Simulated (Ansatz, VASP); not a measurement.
**Hf4C: VASP beside Ansatz**

File INCAR:

```
SYSTEM = Hf4C
  ALGO = Normal
  EDIFF = 1E-6
  ENCUT = 520
  GGA = PE
  ISIF = 2
  ISMEAR = 0
  LASPH = .True.
  LCHARG = .False.
  LREAL = .False.
  LWAVE = .False.
  NBANDS = 30
  NELM = 60
  PREC = Accurate
  SIGMA = 0.1
```

File KPOINTS:

```
k-points
0
Gamma
  4 4 4
  0 0 0
```

File POSCAR:

```
Hf4C
1.0
   -3.0625374200      3.0625374200      3.0625374200
    3.0625374200     -3.0625374200      3.0625374200
    3.0625374200      3.0625374200     -3.0625374200
Hf C
4 1
Direct
    0.3495999900      0.3495999900      0.3495999900
    0.6504000100      0.0000000000      0.0000000000
    0.0000000000      0.0000000000      0.6504000100
    0.0000000000      0.6504000100      0.0000000000
    0.0000000000      0.0000000000      0.0000000000
```

Input for Ansatz:

```yaml
crystal:
  lattice:
    - [-3.06253742, 3.06253742, 3.06253742]
    - [3.06253742, -3.06253742, 3.06253742]
    - [3.06253742, 3.06253742, -3.06253742]
  atoms:
    - { symbol: Hf, position: [0.34959999, 0.34959999, 0.34959999] }
    - { symbol: Hf, position: [0.65040001, 0.0, 0.0] }
    - { symbol: Hf, position: [0.0, 0.0, 0.65040001] }
    - { symbol: Hf, position: [0.0, 0.65040001, 0.0] }
    - { symbol: C, position: [0.0, 0.0, 0.0] }
basis:
  ecutwfc: 420
kpoints:
  mp_grid: { grid: [4, 4, 4] }
hamiltonian:
  xc: pbe
scf:
  occupations: { method: gaussian, width: 0.1 }
  lower_state_search: "off"
output:
  forces: true
  stress: true
  eigenvalues: true
```

Change from the starting cell: species swapped into the GeF4 type (I-43m, No. 217).

Alike in both runs: task single point; functional PBE; k mesh 4 × 4 × 4; occupations gaussian, width 0.1 eV; no spin polarisation.

|  | VASP | Ansatz |
| --- | --- | --- |
| version | VASP 6.6.1 | Ansatz 0.2.0 |
| potentials or method | VASP PAW PBE potentials, release 64 (Hf_pv, C), cutoff 520 eV | scalar-relativistic, plane waves, PAW |
| valence electrons in the cell | 44 | 108 |

Ansatz gave:

* gap on the k mesh at the Fermi level (eV): none
* pressure (GPa): 18.7
* rms of the force components (eV/Å): 3.689

Q: What did VASP give for the same quantities?

A: gap on the k mesh at the Fermi level (eV): none; pressure (GPa): 18.8; rms of the force components (eV/Å): 3.694.

Atom by atom the forces differ by 0.005 eV/Å (rms over components). A gap of «none» marks a metal or a gap that the smearing closes. VASP's potentials hold 44 valence electrons a cell and Ansatz's 108, so a difference there can come from the potentials and not from the codes.

The k mesh is coarse, so the values compare programs but aren't converged. Neither program's run includes spin-orbit coupling.
